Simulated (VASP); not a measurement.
Set up this calculation in VASP 6.6.1, as the native input.

```
Task                   : relaxation of cell and atoms
Functional             : PBE
Potentials or basis    : VASP PAW PBE potentials, release 64 (Sn_d, S)
Cutoff                 : 600 eV
k mesh                 : 8 × 8 × 8
Occupations            : gaussian, width 0.1 eV
Spin                   : no spin polarisation
Dipole correction      : no
Further INCAR settings : ALGO = Normal; EDIFF = 1e-07; IBRION = 2; EDIFFG = -0.01; NSW = 100; ISIF = 3
```

The structure of Sn4S lies in POSCAR:

```
Sn4S
1.0
   -3.3251210302      3.3251210302      3.3251210302
    3.3251210302     -3.3251210302      3.3251210302
    3.3251210302      3.3251210302     -3.3251210302
Sn S
4 1
Direct
    0.0000000000      0.5000000000      0.0000000000
    0.5000000000      0.5000000000      0.5000000000
    0.0000000000      0.0000000000      0.5000000000
    0.5000000000      0.0000000000      0.0000000000
    0.0000000000      0.0000000000      0.0000000000
```

These files were run (other wordings do the same):

INCAR

```
PREC     = Accurate       # precision mode
ENCUT    = 600            # plane-wave cutoff, eV
EDIFF    = 1E-7           # SCF threshold, eV
ISMEAR   = 0              # smearing method
SIGMA    = 0.1            # smearing width, eV
LREAL    = F              # projectors in reciprocal space
LASPH    = T              # aspherical terms in the spheres
NELM     = 100            # most SCF steps
ALGO     = Normal         # electronic algorithm
ISIF     = 3              # what is computed and relaxed
LWAVE    = F              # write WAVECAR
LCHARG   = F              # write CHGCAR
GGA      = PE             # functional
IBRION   = 2              # ionic algorithm
NSW      = 100            # ionic steps
EDIFFG   = -0.01          # ionic threshold
```

KPOINTS

```
Automatic mesh
0
Gamma
  8 8 8
```

Potentials or basis: VASP PAW PBE potentials, release 64 (Sn_d, S).

The run is started by

```console
$ cat potpaw_PBE.64/Sn_d/POTCAR potpaw_PBE.64/S/POTCAR > POTCAR
$ mpirun -np 1 vasp_std > vasp.out
```

It gave:

```json
{
 "Pressure after relaxing": "0.0 GPa",
 "Band gap on the k mesh": "zero (band 31 reaches 6.98 eV, above the bottom of band 32 at 5.57 eV)"
}
```

Caveat: the relaxation stopped at its first step, so nothing moved; spin-orbit coupling is left out, which moves the levels of the heavy elements.

Wall time 3.5 min on 1 thread of Intel Xeon 6975P-C, on a shared host, peak memory 0.4 GiB.
